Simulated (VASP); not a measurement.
Crystal: Ru.

```
Ru
1.0
     2.70580    0.00000    0.00000
    -1.35290    2.34329    0.00000
     0.00000    0.00000    4.28190
Ru
2
Cartesian
  1.3529 0.7811 3.2114
  0.0000 1.5622 1.0705
```

```yaml
Program: VASP 6.6.1
Task: relaxation of cell and atoms
Functional: PBEsol
Dispersion: D3(BJ)
Potentials_or_basis: VASP PAW PBE potentials, release 64 (Ru_pv)
Cutoff: 600 eV
k_mesh: 11 × 11 × 6
Occupations: fermi-dirac, width 0.05 eV
Spin: no spin polarisation
```

At the start: pressure -13.4 GPa; volume 13.57 Å³/atom.

Q: How do energy, volume and symmetry change on relaxing?

A: Over 13 steps the energy falls by 23.0 meV/atom and the volume is 13.04 Å³/atom (-3.9 %); space group P6_3/mmc (No. 194, to 0.1 Å) before and after.

The path:
| step | energy change (eV) | largest force (eV/Å) | pressure (GPa) | volume (Å³) |
| --- | --- | --- | --- | --- |
| 1 | 0.0000 | 0.0000 | -13.35 | 27.15 |
| 2 | 0.5166 | 0.0000 | 64.65 | 22.94 |
| 3 | -0.0458 | 0.0000 | -0.80 | 26.15 |
| 4 | -0.0459 | 0.0000 | -0.12 | 26.10 |
| 5 | -0.0459 | 0.0000 | 0.15 | 26.08 |
| 6 | -0.0459 | 0.0000 | -0.55 | 26.12 |
| 7 | -0.0460 | 0.0000 | -0.10 | 26.10 |
| 8 | -0.0460 | 0.0000 | -0.14 | 26.10 |
| 9 | -0.0460 | 0.0000 | -0.27 | 26.11 |
| 10 | -0.0460 | 0.0000 | -0.22 | 26.10 |
| 11 | -0.0460 | 0.0000 | -0.19 | 26.10 |
| 12 | -0.0460 | 0.0000 | 0.48 | 26.06 |
| 13 | -0.0460 | 0.0000 | 0.00 | 26.09 |

Final structure:
```
Ru
1.0
     2.66954    0.00000    0.00000
    -1.33477    2.31189    0.00000
     0.00000    0.00000    4.22730
Ru
2
Direct
  0.66667 0.33333 0.75000
  0.33333 0.66667 0.25000
```

Caveat: the PAW data sets were made with another functional, which shifts forces and pressure a little.
